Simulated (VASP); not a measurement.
# InSe (C2/m) in VASP: further runs

Runs on InSe. Level: PBE. Tasks: electric field gradients.

Program: VASP 6.6.1. These are calculated values, not measurements. Logs are shortened: lines on timing, memory, paths and dates and some standing lists are left out, and cuts for length are marked.

**1. The cell of the first run**

The structure is monoclinic, space group C2/m (No. 12). The conventional cell has a = 11.966 Å, b = 4.191 Å, c = 4.700 Å, α = 90.00°, β = 110.30°, γ = 90.00°. In (site symmetry m) has 5 Se at 2.63 to 3.58 Å and 1 In at 2.79 Å within 3.6 Å. Se (site symmetry m) has 5 In at 2.63 to 3.58 Å and 3 Se at 3.58 to 3.59 Å within 3.6 Å.

**2. Electric field gradients, PBE (27.63 Å³/atom)**

Contents of INCAR:

```
ALGO = Normal
EDIFF = 1E-8
ENCUT = 520
GGA = PE
ISIF = 2
ISMEAR = -1
LASPH = T
LCHARG = F
LEFG = T
LREAL = F
LWAVE = F
NBANDS = 27
NELM = 60
PREC = Accurate
SIGMA = 0.02
```

Contents of KPOINTS:

```
k-points
0
Gamma
  7 7 6
```

Contents of POSCAR:

```
InSe
1.0
    5.9829888098     -2.0953043501      0.0000000000
    5.9829888098      2.0953043501      0.0000000000
   -1.6307847522      0.0000000000      4.4084555117
In Se
2 2
Direct
    0.8840000000      0.8840000000      0.0050000000
    0.1160000000      0.1160000000      0.9950000000
    0.6600000000      0.6600000000      0.6420000000
    0.3400000000      0.3400000000      0.3580000000
```

Potentials or basis: VASP PAW PBE potentials, release 64 (In_d, Se).

Run with:

```bash
cat potpaw_PBE.64/In_d/POTCAR potpaw_PBE.64/Se/POTCAR > POTCAR
mpirun -np 1 vasp_std > vasp.out
```

OUTCAR:

```text
EDIFF = 1E-8
   ENCUT = 520
   GGA = PE
   ISIF = 2
   ISMEAR = -1
   LASPH = T
   LREAL = F
   NELM = 60
   PREC = Accurate

 ion  position               nearest neighbor table
   1  0.884  0.884  0.005-   3 2.63   2 2.79   4 2.83   4 2.83   2 3.82   2 3.82
   2  0.116  0.116  0.995-   4 2.63   1 2.79   3 2.83   3 2.83   1 3.82   1 3.82
   3  0.660  0.660  0.642-   1 2.63   2 2.83   2 2.83
   4  0.340  0.340  0.358-   2 2.63   1 2.83   1 2.83

  LATTYP: Found a base centered monoclinic cell.
 ALAT       =    11.9659776196
 B/A-ratio  =     0.3502103074
 C/A-ratio  =     0.3928152938
 COS(beta)  =    -0.3469445484

  Lattice vectors:

 A1 = (   5.9829888098,  -2.0953043501,   0.0000000000)
 A2 = (   5.9829888098,   2.0953043501,   0.0000000000)
 A3 = (  -1.6307847522,   0.0000000000,   4.4084555117)

Analysis of symmetry for initial positions (statically):
=====================================================================
 Subroutine PRICEL returns:
 Original cell was already a primitive cell.

 Routine SETGRP: Setting up the symmetry group for a
 base centered monoclinic supercell.

 Subroutine GETGRP returns: Found  4 space group operations
 (whereof  4 operations were pure point group operations)
 out of a pool of  4 trial point group operations.

The static configuration has the point symmetry C_2h.

Analysis of symmetry for dynamics (positions and initial velocities):
=====================================================================
 Subroutine PRICEL returns:
 Original cell was already a primitive cell.

 Routine SETGRP: Setting up the symmetry group for a
 base centered monoclinic supercell.

 Subroutine GETGRP returns: Found  4 space group operations
 (whereof  4 operations were pure point group operations)
 out of a pool of  4 trial point group operations.

The dynamic configuration has the point symmetry C_2h.

 Subroutine INISYM returns: Found  4 space group operations
 (whereof  4 operations are pure point group operations),
 and found     1 'primitive' translations

----------------------------------------------------------------------------------------

                                     Primitive cell

  volume of cell :     110.5304

  direct lattice vectors                    reciprocal lattice vectors
     5.982988810 -2.095304350  0.000000000     0.083570272 -0.238628818  0.030914483
     5.982988810  2.095304350  0.000000000     0.083570272  0.238628818  0.030914483
    -1.630784752  0.000000000  4.408455512     0.000000000  0.000000000  0.226836813

  length of vectors
     6.339278777  6.339278777  4.700419014     0.254722218  0.254722218  0.226836813

  position of ions in fractional coordinates (direct lattice)
     0.884000000  0.884000000  0.005000000
     0.116000000  0.116000000  0.995000000
     0.660000000  0.660000000  0.642000000
     0.340000000  0.340000000  0.358000000

  ion indices of the primitive-cell ions
   primitive index   ion index
                 1           1
                 2           2
                 3           3
                 4           4

----------------------------------------------------------------------------------------

 KPOINTS: k-points

Automatic generation of k-mesh.
 Grid dimensions read from file:
 generate k-points for:    7    7    6

 Generating k-lattice:

  Cartesian coordinates                     Fractional coordinates (reciprocal lattice)
     0.011938610 -0.034089831  0.004416355     0.142857143  0.000000000  0.000000000
     0.011938610  0.034089831  0.004416355     0.000000000  0.142857143  0.000000000
     0.000000000  0.000000000  0.037806136     0.000000000  0.000000000  0.166666667

  Length of vectors
     0.036388888  0.036388888  0.037806136

  Shift w.r.t. Gamma in fractional coordinates (k-lattice)
     0.000000000  0.000000000  0.000000000

 Subroutine IBZKPT returns following result:
 ===========================================

 Found     88 irreducible k-points:

 Following reciprocal coordinates:
            Coordinates               Weight
  0.000000  0.000000  0.000000      1.000000
  0.142857  0.000000 -0.000000      4.000000
  0.285714 -0.000000 -0.000000      4.000000
  0.428571 -0.000000 -0.000000      4.000000
  0.142857  0.142857 -0.000000      2.000000
  0.285714  0.142857 -0.000000      4.000000
[... 16 lines left out ...]
 -0.142857  0.000000  0.166667      4.000000
  0.142857  0.142857  0.166667      2.000000
 [... further k-points ...]
   k-points           NKPTS =     88   k-points in BZ     NKDIM =     88   number of bands    NBANDS=     27
   number of dos      NEDOS =    301   number of ions     NIONS =      4
   total plane-waves  NPLWV =  82944
   dimension x,y,z NGX =    48 NGY =   48 NGZ =   36
   dimension x,y,z NGXF=    96 NGYF=   96 NGZF=   72
   ions per type =               2   2
   NGX,Y,Z   is equivalent  to a cutoff of  12.59, 12.59, 12.73 a.u.
   NGXF,Y,Z  is equivalent  to a cutoff of  25.18, 25.18, 25.47 a.u.
 SYSTEM =  unknown system
   PREC   = accura    normal or accurate (medium, high low for compatibility)
   ISTART =      0    job   : 0-new  1-cont  2-samecut
   ICHARG =      2    charge: 1-file 2-atom 10-const
   ISPIN  =      1    spin polarized calculation?
   LNONCOLLINEAR =      F non collinear calculations
   LSORBIT =      F    spin-orbit coupling
   LASPH  =      T    aspherical Exc in radial PAW
   ENCUT  =  520.0 eV  38.22 Ry    6.18 a.u.  11.79 11.79  8.74*2*pi/ulx,y,z
   NELM   =     60;   NELMIN=  2; NELMDL= -5     # of ELM steps
   EDIFF  = 0.1E-07   stopping-criterion for ELM
   LREAL  =      F    real-space projection
   EDIFFG = 0.1E-06   stopping-criterion for IOM
   NSW    =      0    number of steps for IOM
   IBRION =     -1    ionic relax: 0-MD 1-quasi-New 2-CG
   NFREE  =      0    steps in history (QN), initial steepest desc. (CG)
   ISIF   =      2    stress and relaxation
   ISYM   =      2    0-nonsym 1-usesym 2-fastsym
   POTIM  = 0.5000    time-step for ionic-motion
   TEBEG  =    0.0;   TEEND  =   0.0 temperature during run
   PSTRESS=    0.0 pullay stress
   NELECT =      38.0000    total number of electrons
   NUPDOWN=      -1.0000    fix difference up-down
   EMIN   =  10.00;   EMAX   =-10.00  energy-range for DOS
   EFERMI =   0.00;   METHOD = LEGACY
   ISMEAR =    -1;   SIGMA  =   0.02  broadening in eV -4-tet -1-fermi 0-gaus
   EFERMI_NEDOS =   21; number of points for ismear=-14 and -15
   IALGO  =     38    algorithm
   IMIX   =      4    mixing-type and parameters
     AMIX     =   0.40;   BMIX     =  1.00
     AMIX_MAG =   1.60;   BMIX_MAG =  1.00
  volume/ion in A,a.u.               =      27.63       186.47
  Fermi-wavevector in a.u.,A,eV,Ry     =   1.146856  2.167243 17.895443  1.315278
  Thomas-Fermi vector in A             =   2.283538
   LORBIT       =      0    0 simple, 1 ext, 2 COOP (PROOUT), +10 PAW based schemes
   GGA     = PE    functional components
   LHFCALC =     F    Hartree Fock is set to
   AEXX    =    0.0000 exact exchange contribution
   IVDW    =     0    specifies the selected vdW correction
   LEPSILON=     F    determine dielectric tensor
   LRPA    =     F    only Hartree local field effects (RPA)
 non-spin polarized calculation
  energy-cutoff  :      520.00
  volume of cell :      110.53
 maximum number of plane-waves:      2994
   NGX = 23   NGY = 23   NGZ = 17

 number of electron      38.0000005 magnetization

 Free energy of the ion-electron system (eV)
  ---------------------------------------------------
  ext. energy  EPLUGINS =         0.00000000
  ---------------------------------------------------
  free energy    TOTEN  =       -13.93903646 eV

  energy without entropy =      -13.93903646  energy(sigma->0) =      -13.93903646

 E-fermi :   4.6846     XC(G=0):  -9.3151

 val. band max:        4.2821482252   @ k =  -0.2857  -0.2857   0.3333
 cond. band min:       5.0951690034   @ k =   0.4286   0.4286  -0.0000
 fundamental gap:      0.8130207782
 Fermi energy:         4.6845871237

 k-point     1 :       0.0000    0.0000    0.0000
  band No.  band energies     occupation
      1     -10.2484      2.00000
      2     -10.2350      2.00000
      3      -9.9861      2.00000
      4      -9.9735      2.00000
      5      -9.9414      2.00000
      6      -9.9389      2.00000
[... 19 lines left out ...]
     26      11.1491      0.00000
     27      12.7756      0.00000
[... 667 lines left out ...]
      5      -9.9436      2.00000
      6      -9.9382      2.00000
[... 19 lines left out ...]
     26      10.7261      0.00000
     27      11.8949      0.00000

 [... further k-points ...]
[... 5 lines left out ...]
  --------------------------------------------------------------------------------------
  -------------------------------------------------------------------------------------
  Total        0.7365698     -0.9220441     -0.4766848      0.0000000      0.0000000      1.1353108
  in kB       10.6768397    -13.3653547     -6.9097154      0.0000000      0.0000000     16.4567320
  external PRESSURE =      -3.1994101 kB  Pullay stress =       0.0000000 kB

 VOLUME and BASIS-vectors are now :
 -----------------------------------------------------------------------------
  energy-cutoff  :      520.00
  volume of cell :      110.53
      direct lattice vectors                 reciprocal lattice vectors
     5.982988810 -2.095304350  0.000000000     0.083570272 -0.238628818  0.030914483
     5.982988810  2.095304350  0.000000000     0.083570272  0.238628818  0.030914483
    -1.630784752  0.000000000  4.408455512     0.000000000  0.000000000  0.226836813

 POSITION                                       TOTAL-FORCE (eV/Angst)
 -----------------------------------------------------------------------------------
     10.56977      0.00000      0.02204        -0.332229      0.000000      0.474138
     -0.23458      0.00000      4.38641         0.332229      0.000000     -0.474138
      6.85058      0.00000      2.83023        -0.599462      0.000000      0.202805
      3.48461      0.00000      1.57823         0.599462      0.000000     -0.202805
 -----------------------------------------------------------------------------------
    total drift:                               -0.000000     -0.000000      0.000000

  FREE ENERGIE OF THE ION-ELECTRON SYSTEM (eV)
  ---------------------------------------------------
  free  energy   TOTEN  =       -13.9390364606 eV

  energy  without entropy=      -13.9390364606  energy(sigma->0) =      -13.93903646

 Electric field gradients (V/A^2)
---------------------------------------------------------------------
 ion       V_xx      V_yy      V_zz      V_xy      V_xz      V_yz
---------------------------------------------------------------------
   1    -166.737    92.338    74.398    -0.000   -43.682    -0.000
   2    -166.737    92.338    74.398    -0.000   -43.682     0.000
   3      77.107   -28.004   -49.102     0.000    21.909     0.000
   4      77.107   -28.004   -49.102     0.000    21.909    -0.000
---------------------------------------------------------------------

 Electric field gradients after diagonalization (V/A^2)
 (convention: |V_zz| > |V_xx| > |V_yy|)
----------------------------------------------------------------------
 ion       V_xx      V_yy      V_zz     asymmetry (V_yy - V_xx)/ V_zz
----------------------------------------------------------------------
   1      92.338    82.068  -174.406       0.059
   2      92.338    82.068  -174.406       0.059
   3     -52.798   -28.004    80.802       0.307
   4     -52.798   -28.004    80.802       0.307
----------------------------------------------------------------------

           NMR quadrupolar parameters

 Cq : quadrupolar parameter    Cq=e*Q*V_zz/h
 eta: asymmetry parameters     (V_yy - V_xx)/ V_zz
 Q  : nuclear electric quadrupole moment in mb (millibarn)
----------------------------------------------------------------------
 ion       Cq(MHz)       eta       Q (mb)
----------------------------------------------------------------------
   1      -0.422       0.059       1.000
   2      -0.422       0.059       1.000
   3       0.195       0.307       1.000
   4       0.195       0.307       1.000
----------------------------------------------------------------------
```

It took 9.4 min on 1 thread of Oxide Virtual Turin-like, shared host; peak memory 0.38 GiB.

What came out:

| Property | Result |
| --- | --- |
| Free energy | -13.9390 eV |
| Pressure | -0.3 GPa |
| Largest force | 0.633 eV/Å |
| Band gap on the k mesh | 0.81 eV (least direct gap 1.22 eV) |
| Largest electric field gradient by atom | In -174.4; Se +80.8 V/Å² |

Forces in eV/Å, atoms in the order of the input:
```
In  -0.332  0.000  0.474
In   0.332  0.000 -0.474
Se  -0.599  0.000  0.203
Se   0.599  0.000 -0.203
```

Electric field gradients, principal values (V/Å²):
```tsv
atom	least	middle	greatest (by size)
1 In	82.068	92.338	-174.406
2 In	82.068	92.338	-174.406
3 Se	-28.004	-52.798	80.802
4 Se	-28.004	-52.798	80.802
```

Caveat: without QUAD_EFG the Cq values of the log hold for a quadrupole moment of 1 mb, not for the nuclei; spin-orbit coupling is left out, which moves the levels of the heavy elements. A k mesh can miss the band edges.

(Part 1 of 2 ends here.)
